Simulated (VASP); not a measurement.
# Al7Cu: single point with PBE

Crystal: Al7Cu.

```xyz
8
Lattice="5.4136 0.0000 0.0000 0.0000 5.4136 0.0000 0.0000 0.0000 5.4136" Properties=species:S:1:pos:R:3 pbc="T T T"
Al    1.3676    1.3676    1.3676
Al    0.0000    2.7068    2.7068
Al    2.7068    2.7068    0.0000
Al    2.7068    0.0000    2.7068
Al    4.0461    1.3676    4.0461
Al    4.0461    4.0461    1.3676
Al    1.3676    4.0461    4.0461
Cu    0.0000    0.0000    0.0000
```

The cell was built from a structure type or drawn by symmetry, and may not be a known phase.

| Quantity | Value |
| --- | --- |
| Program | VASP 6.6.1 |
| Task | single point |
| Functional | PBE |
| Potentials or basis | VASP PAW PBE potentials, release 64 (Al, Cu) |
| Cutoff | 520 eV |
| k mesh | 4 × 4 × 4 |
| Occupations | gaussian, width 0.1 eV |
| Spin | no spin polarisation |
| Dipole correction | no |
| Further INCAR settings | ALGO = Normal; EDIFF = 1e-06; NBANDS = 26 |

The pressure is 19.5 GPa. The largest force is 1.539 eV/Å. The band gap on the k mesh is zero (bands 16 and 17 overlap by 2.25 eV).

Forces on the atoms (eV/Å):
```
Al  -0.888 -0.888 -0.888
Al   0.000  0.000  0.000
Al   0.000  0.000  0.000
Al   0.000  0.000  0.000
Al   0.888 -0.888  0.888
Al   0.888  0.888 -0.888
Al  -0.888  0.888  0.888
Cu   0.000  0.000  0.000
```

Levels at points of the mesh, in eV from the Fermi level:
```tsv
k point	band 11	band 12	band 13	band 14	band 15	band 16	band 17	band 18	band 19	band 20
(0.00, 0.00, 0.00)	-3.13	-3.13	-0.63	-0.63	-0.63	0.08	0.08	0.08	2.33	2.35
(0.50, 0.00, 0.00)	-3.11	-1.93	-1.93	-1.91	-1.59	0.15	0.53	0.53	0.68	1.36
(0.50, 0.50, 0.00)	-2.23	-2.03	-2.03	-1.56	-1.56	-1.23	-0.81	1.10	1.46	2.15
(0.50, 0.50, 0.50)	-3.33	-3.28	-3.28	1.43	1.43	1.44	1.44	1.44	2.83	2.83
```

Run time: 20 s on 1 thread of Intel(R) Xeon(R) 6975P-C (Granite Rapids) (shared host), peak memory 0.24 GiB.

Caveat: the cell stands under pressure; forces of over 1 eV/Å act on the atoms, so gaps and moduli don't describe the material at rest.
